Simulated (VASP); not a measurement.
## KTaO3: single point with r2SCAN

Crystal: KTaO3.

```
K Ta O
1.0
     3.90868    0.00000    0.00000
     0.00000    3.90868    0.00000
     0.00000    0.00000    3.90868
K Ta O
1 1 3
Direct
  0.50000 0.50000 0.50000
  0.00000 0.00000 0.00000
  0.50000 0.00000 0.00000
  0.00000 0.50000 0.00000
  0.00000 0.00000 0.50000
```

This cell differs from its parent crystal: volume changed by -6%.

```yaml
Program: VASP 6.6.1
Task: single point
Functional: r2SCAN
Potentials_or_basis: VASP PAW PBE potentials, release 64 (K_sv, Ta_pv, O)
Cutoff: 520 eV
k_mesh: 6 × 6 × 6
Occupations: gaussian, width 0.01 eV
Spin: no spin polarisation
```

| Quantity | Value |
| --- | --- |
| Pressure | 16.1 GPa |
| Band gap on the k mesh | 2.75 eV, indirect (least direct gap 3.37 eV) |

Levels at points of the mesh, in eV from the valence-band top:
| k point | band 15 | band 16 | band 17 | band 18 | band 19 | band 20 | band 21 | band 22 | band 23 | band 24 |
| --- | --- | --- | --- | --- | --- | --- | --- | --- | --- | --- |
| (0.00, 0.00, 0.00) | -1.20 | -1.20 | -0.62 | -0.62 | -0.62 | 2.75 | 2.75 | 2.75 | 7.82 | 7.82 |
| (0.50, 0.00, 0.00) | -2.41 | -2.28 | -1.70 | -0.87 | -0.87 | 2.93 | 5.87 | 5.87 | 7.85 | 10.01 |
| (0.50, 0.50, 0.00) | -3.06 | -1.60 | -1.54 | -1.54 | -0.05 | 5.92 | 5.92 | 7.33 | 8.96 | 11.05 |
| (0.50, 0.50, 0.50) | -4.16 | -4.16 | 0.00 | 0.00 | 0.00 | 7.52 | 7.52 | 7.52 | 9.85 | 9.85 |

Run time: 2 min on 1 thread of Intel(R) Xeon(R) Platinum 8375C CPU @ 2.90GHz (Ice Lake), with other jobs on the host, peak memory 0.19 GiB.

Caveat: the PAW data sets were made with another functional, which shifts forces and pressure a little; spin-orbit coupling is left out, which moves the levels of the heavy elements. A k mesh can miss the band edges.
